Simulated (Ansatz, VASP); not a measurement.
# One calculation of Co, two programs

File INCAR:

```
  PREC = Accurate
  ENCUT = 600
  EDIFF = 1E-6
  ISMEAR = -1
  SIGMA = 0.05
  LREAL = F
  LASPH = T
  NELM = 200
  ALGO = Normal
  ISIF = 2
  LWAVE = F
  LCHARG = F
  ISPIN = 2
  MAGMOM = 1.558 1.558
  LORBIT = 11
  LMAXMIX = 4
  GGA = CA
  NBANDS = 28
  GGA_COMPAT = F
```

File KPOINTS:

```
regular mesh
0
Gamma
  9 9 5
```

Contents of POSCAR:

```
Co
1.0
    2.4273810165      0.0000000000      0.0000000000
   -1.2136905082      2.1021736250      0.0000000000
    0.0000000000      0.0000000000      3.9230481332
Co
2
Direct
    0.3333333333      0.6666666667      0.2500000000
    0.6666666667      0.3333333333      0.7500000000
```

Input for Ansatz:

```yaml
crystal:
  lattice:
    - [2.4273810165, 0.0, 0.0]
    - [-1.2136905082, 2.102173625, 0.0]
    - [0.0, 0.0, 3.9230481332]
  atoms:
    - { symbol: Co, position: [0.3333333333, 0.6666666667, 0.25], spin: 1.558 }
    - { symbol: Co, position: [0.6666666667, 0.3333333333, 0.75], spin: 1.558 }
hamiltonian:
  xc: lda
  pseudopotentials:
    kind: paw
    azcp:
      Co: "pseudopotentials/Co.paw.azcp"
basis:
  ecutwfc: 420
  fft_grid_basis: typed
kpoints:
  mp_grid: { grid: [9, 9, 5], shift: [0, 0, 0] }
magnetization:
  spin_polarized: true
scf:
  occupations: { method: fermi_dirac, width: 0.05 }
  lower_state_search: "off"
output:
  stress: true
```

Alike in both runs: task single point; functional LDA; k mesh 9 × 9 × 5; occupations fermi-dirac, width 0.05 eV; collinear spin.

|  | VASP | Ansatz |
| --- | --- | --- |
| version | VASP 6.6.1 | Ansatz 0.2.0 |
| potentials or method | VASP PAW LDA potentials, release 64 (Co_sv), cutoff 600 eV | plane waves (420 eV) with PAW, scalar-relativistic |
| valence electrons in the cell | 34 | 34 |

Ansatz gave:

| Item | Value |
| --- | --- |
| pressure (GPa) | -0.2 |
| traceless stress, the component that is largest in VASP (GPa) | 0.08 |
| net moment per atom (μB) | 1.50 |
| size of the moment on the site where the two differ most (μB) | 1.55 |

Question: Which values does VASP return?

Answer: Pressure (GPa): -3.8; traceless stress, the component that is largest in VASP (GPa): 0.01; net moment per atom (μB): 1.49; size of the moment on the site where the two differ most (μB): 1.53.

Ansatz warns that its potentials were made for another functional, while VASP's fit it. LDA's correlation is that of Perdew and Zunger in VASP and of Perdew and Wang (1992) in Ansatz. Site moments also hang on the region over which each program counts them.
